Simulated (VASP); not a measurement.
# Si in VASP: a series of runs

Runs on Si. Level: PBE. Tasks: single point.

Program: VASP 6.6.1. These are calculated values, not measurements. Logs are shortened: lines on timing, memory, paths and dates and some standing lists are left out, and cuts for length are marked.

## 1. The cell of the first run

Symmetry: I4/mmm, No. 139, tetragonal system. Conventional cell: a = 3.297 Å, b = 3.297 Å, c = 2.675 Å, α = 90.00°, β = 90.00°, γ = 90.00°. Within 3.5 Å of Si (site symmetry 4/mmm) lie 14 Si at 2.68 to 3.30 Å.

## 2. Single point, PBE (14.54 Å³/atom)

File INCAR:

```
SYSTEM = Si
  ALGO = Normal
  EDIFF = 1E-6
  ENCUT = 520
  GGA = PE
  ISIF = 2
  ISMEAR = -1
  LASPH = .TRUE.
  LCHARG = .TRUE.
  LELF = .TRUE.
  LREAL = .FALSE.
  LVHAR = .TRUE.
  LWAVE = .FALSE.
  NBANDS = 8
  NELM = 60
  PREC = Accurate
  SIGMA = 0.05
```

File KPOINTS:

```
k-points
0
G
  13 13 13
  0 0 0
```

File POSCAR:

```
Si
1.0
   -1.6483241605      1.6483241605      1.3377046037
    1.6483241605     -1.6483241605      1.3377046037
    1.6483241605      1.6483241605     -1.3377046037
Si
1
Direct
    0.0000000000      0.0000000000      0.0000000000
```

Potentials or basis: VASP PAW PBE potentials, release 64 (Si).

Started as:

```console
$ cat potpaw_PBE.64/Si/POTCAR > POTCAR
$ mpirun -np 1 vasp_std > vasp.out
```

OUTCAR:

```text
SYSTEM = Si
   EDIFF = 1E-6
   ENCUT = 520
   GGA = PE
   ISIF = 2
   ISMEAR = -1
   LASPH = .TRUE.
   LREAL = .FALSE.
   NELM = 60
   PREC = Accurate

 ion  position               nearest neighbor table
   1  0.000  0.000  0.000-

  LATTYP: Found a body centered tetragonal cell.
 ALAT       =     3.2966483210
 C/A-ratio  =     0.8115543264

  Lattice vectors:

 A1 = (  -1.6483241605,   1.6483241605,   1.3377046037)
 A2 = (   1.6483241605,  -1.6483241605,   1.3377046037)
 A3 = (   1.6483241605,   1.6483241605,  -1.3377046037)

Analysis of symmetry for initial positions (statically):
=====================================================================
 Subroutine PRICEL returns:
 Original cell was already a primitive cell.

 Routine SETGRP: Setting up the symmetry group for a
 body centered tetragonal supercell.

 Subroutine GETGRP returns: Found 16 space group operations
 (whereof 16 operations were pure point group operations)
 out of a pool of 16 trial point group operations.

The static configuration has the point symmetry D_4h.

Analysis of symmetry for dynamics (positions and initial velocities):
=====================================================================
 Subroutine PRICEL returns:
 Original cell was already a primitive cell.

 Routine SETGRP: Setting up the symmetry group for a
 body centered tetragonal supercell.

 Subroutine GETGRP returns: Found 16 space group operations
 (whereof 16 operations were pure point group operations)
 out of a pool of 16 trial point group operations.

The dynamic configuration has the point symmetry D_4h.

 Subroutine INISYM returns: Found 16 space group operations
 (whereof 16 operations are pure point group operations),
 and found     1 'primitive' translations

----------------------------------------------------------------------------------------

                                     Primitive cell

  volume of cell :      14.5380

  direct lattice vectors                    reciprocal lattice vectors
    -1.648324161  1.648324161  1.337704604     0.000000000  0.303338392  0.373774598
     1.648324161 -1.648324161  1.337704604     0.303338392  0.000000000  0.373774598
     1.648324161  1.648324161 -1.337704604     0.303338392  0.303338392  0.000000000

  length of vectors
     2.687638124  2.687638124  2.687638124     0.481374729  0.481374729  0.428985268

  position of ions in fractional coordinates (direct lattice)
     0.000000000  0.000000000  0.000000000

  ion indices of the primitive-cell ions
   primitive index   ion index
                 1           1

----------------------------------------------------------------------------------------

 KPOINTS: k-points

Automatic generation of k-mesh.
 Grid dimensions read from file:
 generate k-points for:   13   13   13

 Generating k-lattice:

  Cartesian coordinates                     Fractional coordinates (reciprocal lattice)
     0.000000000  0.023333722  0.028751892     0.076923077 -0.000000000  0.000000000
     0.023333722  0.000000000  0.028751892    -0.000000000  0.076923077  0.000000000
     0.023333722  0.023333722  0.000000000     0.000000000  0.000000000  0.076923077

  Length of vectors
     0.037028825  0.037028825  0.032998867

  Shift w.r.t. Gamma in fractional coordinates (k-lattice)
     0.000000000  0.000000000  0.000000000

 Subroutine IBZKPT returns following result:
 ===========================================

 Found    196 irreducible k-points:

 Following reciprocal coordinates:
            Coordinates               Weight
  0.000000  0.000000  0.000000      1.000000
  0.076923  0.000000 -0.000000      8.000000
  0.153846  0.000000 -0.000000      8.000000
  0.230769  0.000000  0.000000      8.000000
  0.307692  0.000000 -0.000000      8.000000
  0.384615  0.000000 -0.000000      8.000000
[... 16 lines left out ...]
  0.384615  0.153846 -0.000000     16.000000
  0.461538  0.153846 -0.000000     16.000000
 [... further k-points ...]
   k-points           NKPTS =    196   k-points in BZ     NKDIM =    196   number of bands    NBANDS=      8
   number of dos      NEDOS =    301   number of ions     NIONS =      1
   total plane-waves  NPLWV =   8000
   dimension x,y,z NGX =    20 NGY =   20 NGZ =   20
   dimension x,y,z NGXF=    40 NGYF=   40 NGZF=   40
   ions per type =               1
   NGX,Y,Z   is equivalent  to a cutoff of  12.37, 12.37, 12.37 a.u.
   NGXF,Y,Z  is equivalent  to a cutoff of  24.74, 24.74, 24.74 a.u.
 SYSTEM =  Si
   PREC   = accura    normal or accurate (medium, high low for compatibility)
   ISTART =      0    job   : 0-new  1-cont  2-samecut
   ICHARG =      2    charge: 1-file 2-atom 10-const
   ISPIN  =      1    spin polarized calculation?
   LNONCOLLINEAR =      F non collinear calculations
   LSORBIT =      F    spin-orbit coupling
   LASPH  =      T    aspherical Exc in radial PAW
   ENCUT  =  520.0 eV  38.22 Ry    6.18 a.u.   5.00  5.00  5.00*2*pi/ulx,y,z
   NELM   =     60;   NELMIN=  2; NELMDL= -5     # of ELM steps
   EDIFF  = 0.1E-05   stopping-criterion for ELM
   LREAL  =      F    real-space projection
   EDIFFG = 0.1E-04   stopping-criterion for IOM
   NSW    =      0    number of steps for IOM
   IBRION =     -1    ionic relax: 0-MD 1-quasi-New 2-CG
   NFREE  =      0    steps in history (QN), initial steepest desc. (CG)
   ISIF   =      2    stress and relaxation
   ISYM   =      2    0-nonsym 1-usesym 2-fastsym
   POTIM  = 0.5000    time-step for ionic-motion
   TEBEG  =    0.0;   TEEND  =   0.0 temperature during run
   PSTRESS=    0.0 pullay stress
   NELECT =       4.0000    total number of electrons
   NUPDOWN=      -1.0000    fix difference up-down
   EMIN   =  10.00;   EMAX   =-10.00  energy-range for DOS
   EFERMI =   0.00;   METHOD = LEGACY
   ISMEAR =    -1;   SIGMA  =   0.05  broadening in eV -4-tet -1-fermi 0-gaus
   EFERMI_NEDOS =   21; number of points for ismear=-14 and -15
   IALGO  =     38    algorithm
   IMIX   =      4    mixing-type and parameters
     AMIX     =   0.40;   BMIX     =  1.00
     AMIX_MAG =   1.60;   BMIX_MAG =  1.00
  volume/ion in A,a.u.               =      14.54        98.11
  Fermi-wavevector in a.u.,A,eV,Ry     =   1.064779  2.012141 15.425678  1.133755
  Thomas-Fermi vector in A             =   2.200309
   LORBIT       =      0    0 simple, 1 ext, 2 COOP (PROOUT), +10 PAW based schemes
   GGA     = PE    functional components
   LHFCALC =     F    Hartree Fock is set to
   AEXX    =    0.0000 exact exchange contribution
   IVDW    =     0    specifies the selected vdW correction
   LEPSILON=     F    determine dielectric tensor
   LRPA    =     F    only Hartree local field effects (RPA)
 non-spin polarized calculation
  energy-cutoff  :      520.00
  volume of cell :       14.54
 maximum number of plane-waves:       409
   NGX =  9   NGY =  9   NGZ =  9

 number of electron       4.0000000 magnetization

 Free energy of the ion-electron system (eV)
  ---------------------------------------------------
  ext. energy  EPLUGINS =         0.00000000
  ---------------------------------------------------
  free energy    TOTEN  =        -4.93092029 eV

  energy without entropy =       -4.92589964  energy(sigma->0) =       -4.92840996

 E-fermi :  10.0307     XC(G=0): -11.1644

 val. band max:       10.0229886031   @ k =  -0.3846   0.0769   0.0000
 cond. band min:      10.0392766797   @ k =  -0.1538   0.3846   0.1538
 fundamental gap:      0.0162880767
 Fermi energy:        10.0307491014

 k-point     1 :       0.0000    0.0000    0.0000
  band No.  band energies     occupation
      1      -4.3251      2.00000
      2      19.5476      0.00000
      3      19.8241      0.00000
      4      19.8241      0.00000
      5      22.8780      0.00000
      6      23.3753      0.00000
      7      25.0617      0.00000
      8      25.0617      0.00000

 k-point     2 :       0.0769    0.0000   -0.0000
  band No.  band energies     occupation
      1      -4.1259      2.00000
      2      18.0688      0.00000
      3      19.3018      0.00000
      4      21.2285      0.00000
      5      21.3527      0.00000
      6      24.2395      0.00000
      7      24.3403      0.00000
      8      24.5600      0.00000

 k-point     3 :       0.1538    0.0000   -0.0000
  band No.  band energies     occupation
      1      -3.5294      2.00000
      2      16.7607      0.00000
      3      17.9622      0.00000
      4      18.4760      0.00000
      5      21.1735      0.00000
      6      23.3179      0.00000
      7      24.8370      0.00000
      8      26.2142      0.00000

 k-point     4 :       0.2308    0.0000    0.0000
  band No.  band energies     occupation
      1      -2.5390      2.00000
      2      14.5464      0.00000
      3      15.7838      0.00000
      4      17.5762      0.00000
      5      19.5935      0.00000
      6      21.9303      0.00000
      7      27.1394      0.00000
      8      27.2896      0.00000

 k-point     5 :       0.3077    0.0000   -0.0000
  band No.  band energies     occupation
      1      -1.1604      2.00000
      2      11.1717      0.00000
      3      15.1383      0.00000
      4      16.9705      0.00000
      5      18.1489      0.00000
      6      20.6613      0.00000
      7      27.2888      0.00000
      8      30.1965      0.00000
[... 177 lines left out ...]
 k-point    22 :       0.3077    0.1538    0.0000
  band No.  band energies     occupation
      1       1.5061      2.00000
      2       7.8569      2.00000
      3      11.7763      0.00000
      4      14.8465      0.00000
      5      19.6886      0.00000
      6      22.2656      0.00000
      7      25.0063      0.00000
      8      30.3666      0.00000

 k-point    23 :       0.3846    0.1538   -0.0000
  band No.  band energies     occupation
      1       3.6985      2.00000
      2       5.1412      2.00000
      3      10.9715      0.00000
      4      15.0177      0.00000
      5      19.1110      0.00000
      6      22.5893      0.00000
      7      25.8189      0.00000
      8      33.2897      0.00000

 k-point    24 :       0.4615    0.1538   -0.0000
  band No.  band energies     occupation
      1       2.7286      2.00000
      2       6.2666      2.00000
      3      10.5433      0.00007
      4      15.5066      0.00000
      5      18.8427      0.00000
      6      23.2149      0.00000
      7      26.9626      0.00000
      8      33.0584      0.00000

 [... further k-points ...]

------------------------ aborting loop because EDIFF is reached ----------------------------------------

  FORCE on cell =-STRESS in cart. coord.  units (eV):
  Direction    XX          YY          ZZ          XY          YZ          ZX
  --------------------------------------------------------------------------------------
  -------------------------------------------------------------------------------------
  Total        0.0561613      0.0561613     -0.1812078      0.0000000      0.0000000      0.0000000
  in kB        6.1893148      6.1893148    -19.9701774      0.0000000      0.0000000      0.0000000
  external PRESSURE =      -2.5305159 kB  Pullay stress =       0.0000000 kB

 VOLUME and BASIS-vectors are now :
 -----------------------------------------------------------------------------
  energy-cutoff  :      520.00
  volume of cell :       14.54
      direct lattice vectors                 reciprocal lattice vectors
    -1.648324161  1.648324161  1.337704604     0.000000000  0.303338392  0.373774598
     1.648324161 -1.648324161  1.337704604     0.303338392  0.000000000  0.373774598
     1.648324161  1.648324161 -1.337704604     0.303338392  0.303338392  0.000000000

 POSITION                                       TOTAL-FORCE (eV/Angst)
 -----------------------------------------------------------------------------------
      0.00000      0.00000      0.00000         0.000000     -0.000000      0.000000
 -----------------------------------------------------------------------------------
    total drift:                               -0.000000     -0.000000     -0.000000

  FREE ENERGIE OF THE ION-ELECTRON SYSTEM (eV)
  ---------------------------------------------------
  free  energy   TOTEN  =        -4.9309202874 eV

  energy  without entropy=       -4.9258996412  energy(sigma->0) =       -4.92840996
```

Run time: 10 s. Hardware: 1 thread of AMD EPYC 9R14 (Zen 4), shared host; peak memory 0.1 GiB.

What came out:

| Item | Value |
| --- | --- |
| Free energy | -4.9309 eV |
| Pressure | -0.3 GPa |
| Band gap on the k mesh | zero (bands 2 and 3 overlap by 12.86 eV) |

Stress tensor (GPa, compression positive):
```
 0.62  0.00  0.00
 0.00  0.62  0.00
 0.00  0.00 -2.00
```

Levels at points of the mesh, in eV from the Fermi level:
```csv
k point,band 1,band 2,band 3,band 4,band 5,band 6
"(0.00, 0.00, 0.00)",-14.36,9.52,9.79,9.79,12.85,13.34
```

## 3. Single point, PBE (the cell strained at random)

File INCAR:

```
SYSTEM = Si
  PREC = Accurate
  ENCUT = 520
  EDIFF = 1E-6
  ISMEAR = -1
  SIGMA = 0.05
  LREAL = .False.
  LASPH = .True.
  NELM = 80
  ALGO = Normal
  ISIF = 2
  LWAVE = .False.
  LCHARG = .False.
  GGA = PE
  NBANDS = 8
```

File KPOINTS:

```
regular mesh
0
Gamma
  13 13 13
  0 0 0
```

File POSCAR:

```
Si
1.0
   -1.6102950000      1.6191080000      1.3123700000
    1.6182950000     -1.6205360000      1.3239860000
    1.6327600000      1.6430010000     -1.3141290000
Si
1
Direct
   -0.0137780000     -0.0156330000     -0.0005400000
```

Potentials or basis: VASP PAW PBE potentials, release 64 (Si).

Started as:

```console
$ cat potpaw_PBE.64/Si/POTCAR > POTCAR
$ mpirun -np 1 vasp_std > vasp.out
```

It took 47 s on 1 thread of AMD EPYC 9R14 (Zen 4), shared host; peak memory 0.17 GiB.

It converged, with:

| Item | Value |
| --- | --- |
| Free energy | -4.9261 eV |
| Pressure | 3.5 GPa |
| Band gap on the k mesh | zero (bands 2 and 3 overlap by 13.09 eV) |

Stress tensor (GPa, compression positive):
```
 4.37 -0.35  0.70
-0.35  4.25 -0.20
 0.70 -0.20  1.94
```

Levels at points of the mesh, in eV from the Fermi level:
```csv
k point,band 1,band 2,band 3,band 4,band 5,band 6
"(0.00, 0.00, 0.00)",-14.74,9.53,9.82,10.47,12.99,13.98
```

Caveat: the cell differs from its parent crystal (the cell strained at random); the cell stands under pressure.
